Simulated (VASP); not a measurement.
# CO2 (P3_121) in VASP: notebook

CO2 is run at these levels: PBE; tasks: single point, relaxation of cell and atoms.

Everything below comes from runs of VASP 6.6.1. Logs are shortened: lines on timing, memory, paths and dates and some standing lists are left out, and cuts for length are marked.

## (1) The cell of the first run

It takes space group P3_121 (No. 152, trigonal). Conventional cell: a = 4.070 Å, b = 4.070 Å, c = 4.618 Å, α = 90.00°, β = 90.00°, γ = 120.00°. C (site symmetry 2) has 4 O at 1.40 to 1.41 Å within 1.9 Å. Within 1.9 Å of O (site symmetry 1) lie 2 C at 1.40 to 1.41 Å.

## (2) Single point, PBE

File INCAR:

```
SYSTEM = CO2
PREC = Accurate
ENCUT = 520
EDIFF = 1E-6
ISMEAR = 0
SIGMA = 0.1
LREAL = .FALSE.
LASPH = .TRUE.
NELM = 100
ALGO = Normal
ISIF = 2
LWAVE = .FALSE.
LCHARG = .FALSE.
GGA = PE
NBANDS = 34
```

File KPOINTS:

```
regular mesh
0
G
  6 6 4
  0 0 0
```

File POSCAR:

```
CO2
1.0
    4.0701847287      0.0000000000      0.0000000000
   -2.0350923643      3.5248833732      0.0000000000
    0.0000000000      0.0000000000      4.6177685214
C O
3 6
Direct
    0.4652880033      0.0000000000      0.3333333333
    0.0000000000      0.4652880033      0.6666666667
    0.5347119967      0.5347119967      0.0000000000
    0.3930496875      0.2842833439      0.2362855441
    0.7157166561      0.1087663436      0.5696188774
    0.8912336564      0.6069503125      0.9029522108
    0.2842833439      0.3930496875      0.7637144559
    0.1087663436      0.7157166561      0.4303811226
    0.6069503125      0.8912336564      0.0970477892
```

Potentials or basis: VASP PAW PBE potentials, release 64 (C, O).

Run with:

```bash
$ cat potpaw_PBE.64/C/POTCAR potpaw_PBE.64/O/POTCAR > POTCAR
$ mpirun -np 1 vasp_std > vasp.out
```

OUTCAR:

```text
SYSTEM = CO2
   PREC = Accurate
   ENCUT = 520
   EDIFF = 1E-6
   ISMEAR = 0
   LREAL = .FALSE.
   LASPH = .TRUE.
   NELM = 100
   ISIF = 2
   GGA = PE

 ion  position               nearest neighbor table
   1  0.465  0.000  0.333-   4 1.40   8 1.40   9 1.41   5 1.41
   2  0.000  0.465  0.667-   7 1.40   5 1.40   6 1.41   8 1.41
   3  0.535  0.535  0.000-   6 1.40   9 1.40   7 1.41   4 1.41
   4  0.393  0.284  0.236-   1 1.40   3 1.41
   5  0.716  0.109  0.570-   2 1.40   1 1.41
   6  0.891  0.607  0.903-   3 1.40   2 1.41
   7  0.284  0.393  0.764-   2 1.40   3 1.41
   8  0.109  0.716  0.430-   1 1.40   2 1.41
   9  0.607  0.891  0.097-   3 1.40   1 1.41

  LATTYP: Found a hexagonal cell.
 ALAT       =     4.0701847287
 C/A-ratio  =     1.1345353661

  Lattice vectors:

 A1 = (   4.0701847287,   0.0000000000,   0.0000000000)
 A2 = (  -2.0350923643,   3.5248833732,   0.0000000000)
 A3 = (   0.0000000000,   0.0000000000,   4.6177685214)

Analysis of symmetry for initial positions (statically):
=====================================================================
 Subroutine PRICEL returns:
 Original cell was already a primitive cell.

 Routine SETGRP: Setting up the symmetry group for a
 hexagonal supercell.

 Subroutine GETGRP returns: Found  6 space group operations
 (whereof  2 operations were pure point group operations)
 out of a pool of 24 trial point group operations.

The static configuration has the point symmetry C_2 .
 The point group associated with its full space group is D_3 .

Analysis of symmetry for dynamics (positions and initial velocities):
=====================================================================
 Subroutine PRICEL returns:
 Original cell was already a primitive cell.

 Routine SETGRP: Setting up the symmetry group for a
 hexagonal supercell.

 Subroutine GETGRP returns: Found  6 space group operations
 (whereof  2 operations were pure point group operations)
 out of a pool of 24 trial point group operations.

The dynamic configuration has the point symmetry C_2 .
 The point group associated with its full space group is D_3 .

 Subroutine INISYM returns: Found  6 space group operations
 (whereof  2 operations are pure point group operations),
 and found     1 'primitive' translations

----------------------------------------------------------------------------------------

                                     Primitive cell

  volume of cell :      66.2508

  direct lattice vectors                    reciprocal lattice vectors
     4.070184729  0.000000000  0.000000000     0.245689094  0.141848665  0.000000000
    -2.035092364  3.524883373  0.000000000     0.000000000  0.283697330  0.000000000
     0.000000000  0.000000000  4.617768521     0.000000000  0.000000000  0.216554813

  length of vectors
     4.070184729  4.070184729  4.617768521     0.283697330  0.283697330  0.216554813

  position of ions in fractional coordinates (direct lattice)
     0.465288003  0.000000000  0.333333333
     1.000000000  0.465288003  0.666666667
     0.534711997  0.534711997  0.000000000
     0.393049688  0.284283344  0.236285544
     0.715716656  0.108766344  0.569618877
     0.891233656  0.606950312  0.902952211
     0.284283344  0.393049688  0.763714456
     0.108766344  0.715716656  0.430381123
     0.606950312  0.891233656  0.097047789

  ion indices of the primitive-cell ions
   primitive index   ion index
                 1           1
                 2           2
                 3           3
                 4           4
                 5           5
                 6           6
                 7           7
                 8           8
                 9           9

----------------------------------------------------------------------------------------

 KPOINTS: regular mesh

Automatic generation of k-mesh.
 Grid dimensions read from file:
 generate k-points for:    6    6    4

 Generating k-lattice:

  Cartesian coordinates                     Fractional coordinates (reciprocal lattice)
     0.040948182  0.023641444  0.000000000     0.166666667  0.000000000  0.000000000
     0.000000000  0.047282888  0.000000000     0.000000000  0.166666667  0.000000000
     0.000000000  0.000000000  0.054138703     0.000000000  0.000000000  0.250000000

  Length of vectors
     0.047282888  0.047282888  0.054138703

  Shift w.r.t. Gamma in fractional coordinates (k-lattice)
     0.000000000  0.000000000  0.000000000

 Subroutine IBZKPT returns following result:
 ===========================================

 Found     24 irreducible k-points:

 Following reciprocal coordinates:
            Coordinates               Weight
  0.000000  0.000000  0.000000      1.000000
  0.166667  0.000000  0.000000      6.000000
  0.333333 -0.000000  0.000000      6.000000
  0.500000  0.000000  0.000000      3.000000
  0.166667  0.166667  0.000000      6.000000
  0.333333  0.166667  0.000000     12.000000
[... 16 lines left out ...]
  0.333333  0.166667  0.500000     12.000000
  0.333333  0.333333  0.500000      2.000000
   k-points           NKPTS =     24   k-points in BZ     NKDIM =     24   number of bands    NBANDS=     34
   number of dos      NEDOS =    301   number of ions     NIONS =      9
   total plane-waves  NPLWV =  32400
   dimension x,y,z NGX =    30 NGY =   30 NGZ =   36
   dimension x,y,z NGXF=    60 NGYF=   60 NGZF=   72
   ions per type =               3   6
   NGX,Y,Z   is equivalent  to a cutoff of  12.25, 12.25, 12.96 a.u.
   NGXF,Y,Z  is equivalent  to a cutoff of  24.51, 24.51, 25.92 a.u.
 SYSTEM =  CO2
   PREC   = accura    normal or accurate (medium, high low for compatibility)
   ISTART =      0    job   : 0-new  1-cont  2-samecut
   ICHARG =      2    charge: 1-file 2-atom 10-const
   ISPIN  =      1    spin polarized calculation?
   LNONCOLLINEAR =      F non collinear calculations
   LSORBIT =      F    spin-orbit coupling
   LASPH  =      T    aspherical Exc in radial PAW
   ENCUT  =  520.0 eV  38.22 Ry    6.18 a.u.   7.57  7.57  8.59*2*pi/ulx,y,z
   NELM   =    100;   NELMIN=  2; NELMDL= -5     # of ELM steps
   EDIFF  = 0.1E-05   stopping-criterion for ELM
   LREAL  =      F    real-space projection
   EDIFFG = 0.1E-04   stopping-criterion for IOM
   NSW    =      0    number of steps for IOM
   IBRION =     -1    ionic relax: 0-MD 1-quasi-New 2-CG
   NFREE  =      0    steps in history (QN), initial steepest desc. (CG)
   ISIF   =      2    stress and relaxation
   ISYM   =      2    0-nonsym 1-usesym 2-fastsym
   POTIM  = 0.5000    time-step for ionic-motion
   TEBEG  =    0.0;   TEEND  =   0.0 temperature during run
   PSTRESS=    0.0 pullay stress
   NELECT =      48.0000    total number of electrons
   NUPDOWN=      -1.0000    fix difference up-down
   EMIN   =  10.00;   EMAX   =-10.00  energy-range for DOS
   EFERMI =   0.00;   METHOD = LEGACY
   ISMEAR =     0;   SIGMA  =   0.10  broadening in eV -4-tet -1-fermi 0-gaus
   EFERMI_NEDOS =   21; number of points for ismear=-14 and -15
   IALGO  =     38    algorithm
   IMIX   =      4    mixing-type and parameters
     AMIX     =   0.40;   BMIX     =  1.00
     AMIX_MAG =   1.60;   BMIX_MAG =  1.00
  volume/ion in A,a.u.               =       7.36        49.68
  Fermi-wavevector in a.u.,A,eV,Ry     =   1.470364  2.778585 29.415397  2.161971
  Thomas-Fermi vector in A             =   2.585630
   LORBIT       =      0    0 simple, 1 ext, 2 COOP (PROOUT), +10 PAW based schemes
   GGA     = PE    functional components
   LHFCALC =     F    Hartree Fock is set to
   AEXX    =    0.0000 exact exchange contribution
   IVDW    =     0    specifies the selected vdW correction
   LEPSILON=     F    determine dielectric tensor
   LRPA    =     F    only Hartree local field effects (RPA)
 non-spin polarized calculation
 Gauss-broadening in eV      SIGMA  =   0.10
  energy-cutoff  :      520.00
  volume of cell :       66.25
 maximum number of plane-waves:      1811
   NGX = 15   NGY = 15   NGZ = 17

 number of electron      48.0000008 magnetization

 Free energy of the ion-electron system (eV)
  ---------------------------------------------------
  ext. energy  EPLUGINS =         0.00000000
  ---------------------------------------------------
  free energy    TOTEN  =       -63.66796332 eV

  energy without entropy =      -63.66796332  energy(sigma->0) =      -63.66796332

 E-fermi :   3.8027     XC(G=0): -11.5215

 val. band max:        3.3652633961   @ k =   0.5000   0.0000   0.5000
 cond. band min:       9.4442974820   @ k =   0.0000   0.0000   0.5000
 fundamental gap:      6.0790340859
 Fermi energy:         3.8027134394

 k-point     1 :       0.0000    0.0000    0.0000
  band No.  band energies     occupation
      1     -20.9649      2.00000
      2     -17.8152      2.00000
      3     -17.8152      2.00000
      4     -15.8058      2.00000
      5     -15.8058      2.00000
      6     -15.4769      2.00000
[... 26 lines left out ...]
     33      16.8442      0.00000
     34      17.2438      0.00000

 k-point     2 :       0.1667    0.0000    0.0000
  band No.  band energies     occupation
      1     -20.8023      2.00000
      2     -17.9947      2.00000
      3     -17.7836      2.00000
      4     -15.9172      2.00000
      5     -15.8707      2.00000
      6     -15.5675      2.00000
[... 26 lines left out ...]
     33      16.4289      0.00000
     34      16.9875      0.00000

 k-point     3 :       0.3333   -0.0000    0.0000
  band No.  band energies     occupation
      1     -20.3545      2.00000
      2     -18.5488      2.00000
      3     -17.7164      2.00000
      4     -16.0723      2.00000
      5     -15.9510      2.00000
      6     -15.7242      2.00000
[... 26 lines left out ...]
     33      15.9258      0.00000
     34      16.8070      0.00000

 k-point     4 :       0.5000    0.0000    0.0000
  band No.  band energies     occupation
      1     -19.9403      2.00000
      2     -19.0423      2.00000
      3     -17.6807      2.00000
      4     -16.1073      2.00000
      5     -15.9544      2.00000
      6     -15.8304      2.00000
[... 26 lines left out ...]
     33      16.0577      0.00000
     34      17.1658      0.00000

 k-point     5 :       0.1667    0.1667    0.0000
  band No.  band energies     occupation
      1     -20.4931      2.00000
      2     -18.3468      2.00000
      3     -17.7716      2.00000
      4     -16.0268      2.00000
      5     -15.9630      2.00000
      6     -15.6638      2.00000
[... 621 lines left out ...]
 k-point    22 :       0.1667    0.1667    0.5000
  band No.  band energies     occupation
      1     -19.8813      2.00000
      2     -19.5780      2.00000
      3     -16.9936      2.00000
      4     -16.0525      2.00000
      5     -16.0119      2.00000
      6     -15.7866      2.00000
[... 26 lines left out ...]
     33      16.2915      0.00000
     34      17.2124      0.00000

 k-point    23 :       0.3333    0.1667    0.5000
  band No.  band energies     occupation
      1     -19.7406      2.00000
      2     -19.0116      2.00000
      3     -17.8939      2.00000
      4     -16.2258      2.00000
      5     -16.0699      2.00000
      6     -15.9119      2.00000
[... 26 lines left out ...]
     33      15.8963      0.00000
     34      17.0829      0.00000

 k-point    24 :       0.3333    0.3333    0.5000
  band No.  band energies     occupation
      1     -19.6705      2.00000
      2     -18.4863      2.00000
      3     -18.4863      2.00000
      4     -16.1447      2.00000
      5     -16.1447      2.00000
      6     -16.1218      2.00000
[... 26 lines left out ...]
     33      15.6321      0.00000
     34      17.3479      0.00000

------------------------ aborting loop because EDIFF is reached ----------------------------------------

  FORCE on cell =-STRESS in cart. coord.  units (eV):
  Direction    XX          YY          ZZ          XY          YZ          ZX
  --------------------------------------------------------------------------------------
  -------------------------------------------------------------------------------------
  Total        0.4944852      0.4944852      0.5994846      0.0000000     -0.0000000      0.0000000
  in kB       11.9583928     11.9583928     14.4976496      0.0000000     -0.0000000      0.0000000
  external PRESSURE =      12.8048117 kB  Pullay stress =       0.0000000 kB

 VOLUME and BASIS-vectors are now :
 -----------------------------------------------------------------------------
  energy-cutoff  :      520.00
  volume of cell :       66.25
      direct lattice vectors                 reciprocal lattice vectors
     4.070184729  0.000000000  0.000000000     0.245689094  0.141848665  0.000000000
    -2.035092364  3.524883373  0.000000000     0.000000000  0.283697330  0.000000000
     0.000000000  0.000000000  4.617768521     0.000000000  0.000000000  0.216554813

 POSITION                                       TOTAL-FORCE (eV/Angst)
 -----------------------------------------------------------------------------------
      1.89381      0.00000      1.53926        -0.015791      0.000000      0.000000
     -0.94690      1.64009      3.07851         0.007895     -0.013675      0.000000
      1.08819      1.88480      0.00000         0.007895      0.013675      0.000000
      1.02124      1.00207      1.09111        -0.046720      0.018150      0.016931
      2.69175      0.38339      2.63037         0.007642     -0.049535      0.016931
      2.39229      2.13943      4.16962         0.039078      0.031386      0.016931
      0.35719      1.38545      3.52666         0.039078     -0.031386     -0.016931
     -1.01385      2.52282      1.98740        -0.046720     -0.018150     -0.016931
      0.65666      3.14149      0.44814         0.007642      0.049535     -0.016931
 -----------------------------------------------------------------------------------
    total drift:                               -0.000001     -0.000003     -0.000000

  FREE ENERGIE OF THE ION-ELECTRON SYSTEM (eV)
  ---------------------------------------------------
  free  energy   TOTEN  =       -63.6679633222 eV

  energy  without entropy=      -63.6679633222  energy(sigma->0) =      -63.66796332
```

It took 66 s on 1 thread of AMD EPYC 7R13, shared host; peak memory 0.16 GiB.

Results:

| Property | Result |
| --- | --- |
| Free energy | -63.6680 eV |
| Pressure | 1.3 GPa |
| Largest force | 0.053 eV/Å |
| Band gap on the k mesh | 6.08 eV, indirect (least direct gap 6.23 eV) |

Forces on the atoms (eV/Å):
```
C   -0.016  0.000  0.000
C    0.008 -0.014  0.000
C    0.008  0.014  0.000
O   -0.047  0.018  0.017
O    0.008 -0.050  0.017
O    0.039  0.031  0.017
O    0.039 -0.031 -0.017
O   -0.047 -0.018 -0.017
O    0.008  0.050 -0.017
```

Stress tensor (GPa, compression positive):
```
1.20 0.00 0.00
0.00 1.20 0.00
0.00 0.00 1.45
```

A k mesh can miss the band edges. PBE gaps usually lie below the measured ones, often by a third to a half.

(Part 1 of 2 ends here.)
